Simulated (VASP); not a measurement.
# K3Te2 (P6/mmm) in VASP: single point with PBE

Aim: the single point of K3Te2 with PBE.

Everything below comes from runs of VASP 6.6.1. Logs are shortened: lines on timing, memory, paths and dates and some standing lists are left out, and cuts for length are marked.

## Step 1: The cell of the first run

It takes space group P6/mmm (No. 191, hexagonal). The conventional cell has a = 9.938 Å, b = 9.938 Å, c = 3.897 Å, α = 90.00°, β = 90.00°, γ = 120.00°. Within 4.6 Å of K (site symmetry mmm) lie 4 Te at 3.47 Å and 2 K at 3.90 Å. Te (site symmetry -6m2) has 6 K at 3.47 Å and 2 Te at 3.90 Å within 4.6 Å.

## Step 2: Single point, PBE

File INCAR:

```
PREC     = Accurate       # precision mode
ENCUT    = 520            # plane-wave cutoff, eV
EDIFF    = 1E-7           # SCF threshold, eV
ISMEAR   = 0              # smearing method
SIGMA    = 0.1            # smearing width, eV
LREAL    = False          # projectors in reciprocal space
LASPH    = True           # aspherical terms in the spheres
NELM     = 100            # most SCF steps
ALGO     = Fast           # electronic algorithm
ISIF     = 2              # what is computed and relaxed
LWAVE    = False          # write WAVECAR
LCHARG   = False          # write CHGCAR
GGA      = PE             # functional
NBANDS   = 28             # bands
```

File KPOINTS:

```
regular mesh
0
Gamma
  3 3 4
```

File POSCAR:

```
K3Te2
1.0
    9.9384795575      0.0000000000      0.0000000000
   -4.9692397787      8.6069757718      0.0000000000
    0.0000000000      0.0000000000      3.8967312784
K Te
3 2
Direct
    0.5000000000      0.0000000000      0.5419814576
    0.0000000000      0.5000000000      0.5419814576
    0.5000000000      0.5000000000      0.5419814576
    0.6666666667      0.3333333333      0.0419719692
    0.3333333333      0.6666666667      0.0419719692
```

Potentials or basis: VASP PAW PBE potentials, release 64 (K_sv, Te).

Launch:

```bash
> cat potpaw_PBE.64/K_sv/POTCAR potpaw_PBE.64/Te/POTCAR > POTCAR
> mpirun -np 1 vasp_std > vasp.out
```

OUTCAR:

```text
PREC = Accurate
   ENCUT = 520
   EDIFF = 1E-7
   ISMEAR = 0
   LREAL = False
   LASPH = True
   NELM = 100
   ISIF = 2
   GGA = PE

 ion  position               nearest neighbor table
   1  0.500  0.000  0.542-   4 3.47   5 3.47   4 3.47   5 3.47
   2  0.000  0.500  0.542-   4 3.47   5 3.47   4 3.47   5 3.47
   3  0.500  0.500  0.542-   4 3.47   5 3.47   4 3.47   5 3.47
   4  0.667  0.333  0.042-   1 3.47   2 3.47   3 3.47   1 3.47   2 3.47   3 3.47
   5  0.333  0.667  0.042-   1 3.47   2 3.47   3 3.47   1 3.47   2 3.47   3 3.47

  LATTYP: Found a hexagonal cell.
 ALAT       =     9.9384795575
 C/A-ratio  =     0.3920852537

  Lattice vectors:

 A1 = (   9.9384795575,   0.0000000000,   0.0000000000)
 A2 = (  -4.9692397787,   8.6069757718,   0.0000000000)
 A3 = (   0.0000000000,   0.0000000000,   3.8967312784)

Analysis of symmetry for initial positions (statically):
=====================================================================
 Subroutine PRICEL returns:
 Original cell was already a primitive cell.

 Routine SETGRP: Setting up the symmetry group for a
 hexagonal supercell.

 Subroutine GETGRP returns: Found 12 space group operations
 (whereof 12 operations were pure point group operations)
 out of a pool of 24 trial point group operations.

The static configuration has the point symmetry C_6v.

Analysis of symmetry for dynamics (positions and initial velocities):
=====================================================================
 Subroutine PRICEL returns:
 Original cell was already a primitive cell.

 Routine SETGRP: Setting up the symmetry group for a
 hexagonal supercell.

 Subroutine GETGRP returns: Found 12 space group operations
 (whereof 12 operations were pure point group operations)
 out of a pool of 24 trial point group operations.

The dynamic configuration has the point symmetry C_6v.

 Subroutine INISYM returns: Found 12 space group operations
 (whereof 12 operations are pure point group operations),
 and found     1 'primitive' translations

----------------------------------------------------------------------------------------

                                     Primitive cell

  volume of cell :     333.3274

  direct lattice vectors                    reciprocal lattice vectors
     9.938479557  0.000000000  0.000000000     0.100619013  0.058092414  0.000000000
    -4.969239779  8.606975772  0.000000000     0.000000000  0.116184828  0.000000000
     0.000000000  0.000000000  3.896731278     0.000000000  0.000000000  0.256625343

  length of vectors
     9.938479557  9.938479557  3.896731278     0.116184828  0.116184828  0.256625343

  position of ions in fractional coordinates (direct lattice)
     0.500000000  0.000000000  0.541981458
     0.000000000  0.500000000  0.541981458
     0.500000000  0.500000000  0.541981458
     0.666666667  0.333333333  0.041971969
     0.333333333  0.666666667  0.041971969

  ion indices of the primitive-cell ions
   primitive index   ion index
                 1           1
                 2           2
                 3           3
                 4           4
                 5           5

----------------------------------------------------------------------------------------

 KPOINTS: regular mesh

Automatic generation of k-mesh.
 Grid dimensions read from file:
 generate k-points for:    3    3    4

 Generating k-lattice:

  Cartesian coordinates                     Fractional coordinates (reciprocal lattice)
     0.033539671  0.019364138  0.000000000     0.333333333  0.000000000  0.000000000
     0.000000000  0.038728276  0.000000000     0.000000000  0.333333333  0.000000000
     0.000000000  0.000000000  0.064156336     0.000000000  0.000000000  0.250000000

  Length of vectors
     0.038728276  0.038728276  0.064156336

  Shift w.r.t. Gamma in fractional coordinates (k-lattice)
     0.000000000  0.000000000  0.000000000

 Subroutine IBZKPT returns following result:
 ===========================================

 Found      9 irreducible k-points:

 Following reciprocal coordinates:
            Coordinates               Weight
  0.000000  0.000000  0.000000      1.000000
  0.333333  0.000000  0.000000      6.000000
  0.333333  0.333333  0.000000      2.000000
  0.000000  0.000000  0.250000      2.000000
  0.333333  0.000000  0.250000     12.000000
  0.333333  0.333333  0.250000      4.000000
  0.000000  0.000000  0.500000      1.000000
  0.333333  0.000000  0.500000      6.000000
  0.333333  0.333333  0.500000      2.000000
   k-points           NKPTS =      9   k-points in BZ     NKDIM =      9   number of bands    NBANDS=     28
   number of dos      NEDOS =    301   number of ions     NIONS =      5
   total plane-waves  NPLWV = 192000
   dimension x,y,z NGX =    80 NGY =   80 NGZ =   30
   dimension x,y,z NGXF=   160 NGYF=  160 NGZF=   60
   ions per type =               3   2
   NGX,Y,Z   is equivalent  to a cutoff of  13.38, 13.38, 12.80 a.u.
   NGXF,Y,Z  is equivalent  to a cutoff of  26.76, 26.76, 25.60 a.u.
 SYSTEM =  unknown system
   PREC   = accura    normal or accurate (medium, high low for compatibility)
   ISTART =      0    job   : 0-new  1-cont  2-samecut
   ICHARG =      2    charge: 1-file 2-atom 10-const
   ISPIN  =      1    spin polarized calculation?
   LNONCOLLINEAR =      F non collinear calculations
   LSORBIT =      F    spin-orbit coupling
   LASPH  =      T    aspherical Exc in radial PAW
   ENCUT  =  520.0 eV  38.22 Ry    6.18 a.u.  18.48 18.48  7.25*2*pi/ulx,y,z
   NELM   =    100;   NELMIN=  2; NELMDL= -5     # of ELM steps
   EDIFF  = 0.1E-06   stopping-criterion for ELM
   LREAL  =      F    real-space projection
   EDIFFG = 0.1E-05   stopping-criterion for IOM
   NSW    =      0    number of steps for IOM
   IBRION =     -1    ionic relax: 0-MD 1-quasi-New 2-CG
   NFREE  =      0    steps in history (QN), initial steepest desc. (CG)
   ISIF   =      2    stress and relaxation
   ISYM   =      2    0-nonsym 1-usesym 2-fastsym
   POTIM  = 0.5000    time-step for ionic-motion
   TEBEG  =    0.0;   TEEND  =   0.0 temperature during run
   PSTRESS=    0.0 pullay stress
   NELECT =      39.0000    total number of electrons
   NUPDOWN=      -1.0000    fix difference up-down
   EMIN   =  10.00;   EMAX   =-10.00  energy-range for DOS
   EFERMI =   0.00;   METHOD = LEGACY
   ISMEAR =     0;   SIGMA  =   0.10  broadening in eV -4-tet -1-fermi 0-gaus
   EFERMI_NEDOS =   21; number of points for ismear=-14 and -15
   IALGO  =     68    algorithm
   IMIX   =      4    mixing-type and parameters
     AMIX     =   0.40;   BMIX     =  1.00
     AMIX_MAG =   1.60;   BMIX_MAG =  1.00
  volume/ion in A,a.u.               =      66.67       449.88
  Fermi-wavevector in a.u.,A,eV,Ry     =   0.800705  1.513114  8.723089  0.641129
  Thomas-Fermi vector in A             =   1.908052
   LORBIT       =      0    0 simple, 1 ext, 2 COOP (PROOUT), +10 PAW based schemes
   GGA     = PE    functional components
   LHFCALC =     F    Hartree Fock is set to
   AEXX    =    0.0000 exact exchange contribution
   IVDW    =     0    specifies the selected vdW correction
   LEPSILON=     F    determine dielectric tensor
   LRPA    =     F    only Hartree local field effects (RPA)
 non-spin polarized calculation
 RMM-DIIS sequential band-by-band and
 Gauss-broadening in eV      SIGMA  =   0.10
  energy-cutoff  :      520.00
  volume of cell :      333.33
 maximum number of plane-waves:      9026
 NGX is ok and might be reduce to    80
   NGX = 37   NGY = 37   NGZ = 15

 number of electron      39.0000002 magnetization

 Free energy of the ion-electron system (eV)
  ---------------------------------------------------
  ext. energy  EPLUGINS =         0.00000000
  ---------------------------------------------------
  free energy    TOTEN  =       -13.65387024 eV

  energy without entropy =      -13.65387024  energy(sigma->0) =      -13.65387024

 E-fermi :  -0.5088     XC(G=0):  -5.2060

 val. band max:       -1.0385319104   @ k =   0.0000   0.0000   0.5000
 cond. band min:       0.4470304574   @ k =   0.0000   0.0000   0.0000
 fundamental gap:      1.4855623677
 Fermi energy:        -0.5087653845

 k-point     1 :       0.0000    0.0000    0.0000
  band No.  band energies     occupation
      1     -30.8149      2.00000
      2     -30.8136      2.00000
      3     -30.8136      2.00000
      4     -14.4061      2.00000
      5     -14.4061      2.00000
      6     -14.3948      2.00000
[... 20 lines left out ...]
     27       3.9700      0.00000
     28       3.9703      0.00000

 k-point     2 :       0.3333    0.0000    0.0000
  band No.  band energies     occupation
      1     -30.8146      2.00000
      2     -30.8139      2.00000
      3     -30.8136      2.00000
      4     -14.4059      2.00000
      5     -14.4035      2.00000
      6     -14.3971      2.00000
[... 20 lines left out ...]
     27       3.9925      0.00000
     28       4.3483      0.00000

 k-point     3 :       0.3333    0.3333    0.0000
  band No.  band energies     occupation
      1     -30.8142      2.00000
      2     -30.8142      2.00000
      3     -30.8136      2.00000
      4     -14.4056      2.00000
      5     -14.4004      2.00000
      6     -14.4004      2.00000
[... 20 lines left out ...]
     27       4.5432      0.00000
     28       4.5499      0.00000

 k-point     4 :       0.0000    0.0000    0.2500
  band No.  band energies     occupation
      1     -30.8072      2.00000
      2     -30.8061      2.00000
      3     -30.8061      2.00000
      4     -14.3935      2.00000
      5     -14.3935      2.00000
      6     -14.3833      2.00000
[... 20 lines left out ...]
     27       4.3078      0.00000
     28       4.4051      0.00000

 k-point     5 :       0.3333    0.0000    0.2500
  band No.  band energies     occupation
      1     -30.8070      2.00000
      2     -30.8063      2.00000
      3     -30.8061      2.00000
      4     -14.3934      2.00000
      5     -14.3912      2.00000
      6     -14.3854      2.00000
[... 20 lines left out ...]
     27       4.2218      0.00000
     28       5.0370      0.00000

 k-point     6 :       0.3333    0.3333    0.2500
  band No.  band energies     occupation
      1     -30.8066      2.00000
      2     -30.8066      2.00000
      3     -30.8061      2.00000
      4     -14.3931      2.00000
      5     -14.3883      2.00000
      6     -14.3883      2.00000
[... 20 lines left out ...]
     27       4.4211      0.00000
     28       5.0548      0.00000

 k-point     7 :       0.0000    0.0000    0.5000
  band No.  band energies     occupation
      1     -30.7995      2.00000
      2     -30.7985      2.00000
      3     -30.7985      2.00000
      4     -14.4749      2.00000
      5     -14.4455      2.00000
      6     -14.4455      2.00000
[... 20 lines left out ...]
     27       4.2630      0.00000
     28       4.2631      0.00000

 k-point     8 :       0.3333    0.0000    0.5000
  band No.  band energies     occupation
      1     -30.7993      2.00000
      2     -30.7987      2.00000
      3     -30.7985      2.00000
      4     -14.4687      2.00000
      5     -14.4518      2.00000
      6     -14.4455      2.00000
[... 20 lines left out ...]
     27       4.3325      0.00000
     28       4.5449      0.00000

 k-point     9 :       0.3333    0.3333    0.5000
  band No.  band energies     occupation
      1     -30.7990      2.00000
      2     -30.7990      2.00000
      3     -30.7985      2.00000
      4     -14.4603      2.00000
      5     -14.4603      2.00000
      6     -14.4455      2.00000
[... 20 lines left out ...]
     27       4.3064      0.00000
     28       4.3784      0.00000

------------------------ aborting loop because EDIFF is reached ----------------------------------------

  FORCE on cell =-STRESS in cart. coord.  units (eV):
  Direction    XX          YY          ZZ          XY          YZ          ZX
  --------------------------------------------------------------------------------------
  -------------------------------------------------------------------------------------
  Total        0.0431692      0.0431692      0.0301721      0.0000000      0.0000000      0.0000000
  in kB        0.2074978      0.2074978      0.1450257      0.0000000      0.0000000      0.0000000
  external PRESSURE =       0.1866738 kB  Pullay stress =       0.0000000 kB

 VOLUME and BASIS-vectors are now :
 -----------------------------------------------------------------------------
  energy-cutoff  :      520.00
  volume of cell :      333.33
      direct lattice vectors                 reciprocal lattice vectors
     9.938479557  0.000000000  0.000000000     0.100619013  0.058092414  0.000000000
    -4.969239779  8.606975772  0.000000000     0.000000000  0.116184828  0.000000000
     0.000000000  0.000000000  3.896731278     0.000000000  0.000000000  0.256625343

 POSITION                                       TOTAL-FORCE (eV/Angst)
 -----------------------------------------------------------------------------------
      4.96924      0.00000      2.11196         0.000000      0.000000     -0.000042
     -2.48462      4.30349      2.11196        -0.000000      0.000000     -0.000042
      2.48462      4.30349      2.11196        -0.000000      0.000000     -0.000042
      4.96924      2.86899      0.16355         0.000000     -0.000000      0.000063
     -0.00000      5.73798      0.16355        -0.000000      0.000000      0.000063
 -----------------------------------------------------------------------------------
    total drift:                               -0.000000     -0.000000     -0.000041

  FREE ENERGIE OF THE ION-ELECTRON SYSTEM (eV)
  ---------------------------------------------------
  free  energy   TOTEN  =       -13.6538702391 eV

  energy  without entropy=      -13.6538702391  energy(sigma->0) =      -13.65387024
```

Wall time 1.9 min (1 thread of Intel Xeon 6975P-C (Granite Rapids), shared host); peak memory 0.47 GiB.

What came out:

* Free energy: -13.6539 eV
* Pressure: 0.0 GPa

Caveat: the k points lie up to 0.40 Å⁻¹ apart; spin-orbit coupling is left out, which moves the levels of the heavy elements.
